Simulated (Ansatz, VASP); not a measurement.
## S: VASP beside Ansatz

Contents of INCAR:

```
ALGO = Normal
EDIFF = 1E-7
ENCUT = 520
GGA = PE
ISIF = 2
ISMEAR = -1
LASPH = T
LCHARG = F
LREAL = F
LWAVE = F
NBANDS = 13
NELM = 100
PREC = Accurate
SIGMA = 0.05
```

File KPOINTS:

```
k-points
0
Gamma
  12 12 12
```

POSCAR

```
S
1.0
    0.0000000000      2.9342090380      2.9342090380
    2.9342090380      0.0000000000      2.9342090380
    2.9342090380      2.9342090380      0.0000000000
S
2
Direct
    0.0000000000      0.0000000000      0.0000000000
    0.2500000000      0.2500000000      0.2500000000
```

Input for Ansatz:

```yaml
crystal:
  lattice:
    - [0.0, 2.934209038, 2.934209038]
    - [2.934209038, 0.0, 2.934209038]
    - [2.934209038, 2.934209038, 0.0]
  atoms:
    - { symbol: S, position: [0.0, 0.0, 0.0] }
    - { symbol: S, position: [0.25, 0.25, 0.25] }
kpoints:
  mp_grid: { grid: [12, 12, 12] }
scf:
  occupations: { method: fermi_dirac, width: 0.05 }
hamiltonian:
  xc: pbe
  pseudopotentials: { kind: all_electron, lapw: { basis_error: 0.001 } }
output:
  forces: true
  stress: true
  eigenvalues: true
```

Change from the starting cell: volume scaled by 1.04.

Alike in both runs: task single point; functional PBE; k mesh 12 × 12 × 12; occupations fermi-dirac, width 0.05 eV; no spin polarisation.

|  | VASP | Ansatz |
| --- | --- | --- |
| version | VASP 6.6.1 | Ansatz 0.2.0 |
| potentials or method | VASP PAW PBE potentials, release 64 (S), cutoff 520 eV | all-electron LAPW, scalar-relativistic |

Ansatz gave:

```
pressure (GPa) : -1.6
```

Task: Estimate VASP's values.

Result: Pressure (GPa): -1.7.

Ansatz ran all-electron here, and VASP with PAW potentials.
